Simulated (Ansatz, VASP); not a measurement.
Two plane-wave programs on SrCl2

Contents of INCAR:

```
SYSTEM = SrCl2
PREC = Accurate ; ENCUT = 600
EDIFF = 1E-6 ; ISMEAR = -1
SIGMA = 0.05 ; LREAL = .FALSE.
LASPH = .TRUE. ; NELM = 60
ALGO = Normal ; ISIF = 3
LWAVE = .FALSE. ; LCHARG = .FALSE.
GGA = PE ; IBRION = 2
NSW = 60 ; EDIFFG = -0.01
```

The input KPOINTS:

```
Automatic mesh
0
G
  7 7 7
  0 0 0
```

Contents of POSCAR:

```
SrCl2
1.0
    0.0000000000      3.4883500000      3.4883500000
    3.4883500000      0.0000000000      3.4883500000
    3.4883500000      3.4883500000      0.0000000000
Sr Cl
1 2
Direct
    0.0000000000      0.0000000000      0.0000000000
    0.7500000000      0.7500000000      0.7500000000
    0.2500000000      0.2500000000      0.2500000000
```

The input input.yaml:

```yaml
crystal:
  lattice:
    - [0.0, 3.48835, 3.48835]
    - [3.48835, 0.0, 3.48835]
    - [3.48835, 3.48835, 0.0]
  atoms:
    - { symbol: Sr, position: [0.0, 0.0, 0.0] }
    - { symbol: Cl, position: [0.75, 0.75, 0.75] }
    - { symbol: Cl, position: [0.25, 0.25, 0.25] }
hamiltonian:
  xc: pbe
  pseudopotentials: { kind: paw }
kpoints:
  mp_grid: { grid: [7, 7, 7] }
scf:
  occupations: { method: fermi_dirac, width: 0.05 }
output:
  forces: true
  stress: true
  eigenvalues: true
  write_density: true
  write_potential: true
  elf: true
  volumetric_format: npy
relax:
  f_tol: 0.01
  max_steps: 40
  cell: { stress_tol: 0.05 }
```

Alike in both runs: task relaxation of cell and atoms; functional PBE; k mesh 7 × 7 × 7; occupations fermi-dirac, width 0.05 eV; no spin polarisation.

|  | VASP | Ansatz |
| --- | --- | --- |
| version | VASP 6.6.1 | Ansatz 0.2.0 |
| potentials or method | VASP PAW PBE potentials, release 64 (Sr_sv, Cl) | Ansatz PAW |
| plane-wave cutoff (eV) | 600 | 420 |
| valence electrons in the cell | 24 | 24 |

|  | VASP | Ansatz | Ansatz less VASP |
| --- | --- | --- | --- |
| gap on the k mesh at the Fermi level, each at its own relaxed structure (eV) | 5.25 | 5.27 | +0.021 |
| relaxed volume (Å³/atom) | 29.18 | 29.06 | -0.128 |
| relaxed length of the cell vector where the two differ most in proportion (Å) | 4.984 | 4.977 | -0.0073 |

Noted on Ansatz's run: odd divisions of the mesh miss points on the zone boundary, where band edges often lie, so the gap on the mesh can be too wide; the plane-wave basis is chosen anew once the cell has moved, so the energies of steps on either side of that aren't comparable.
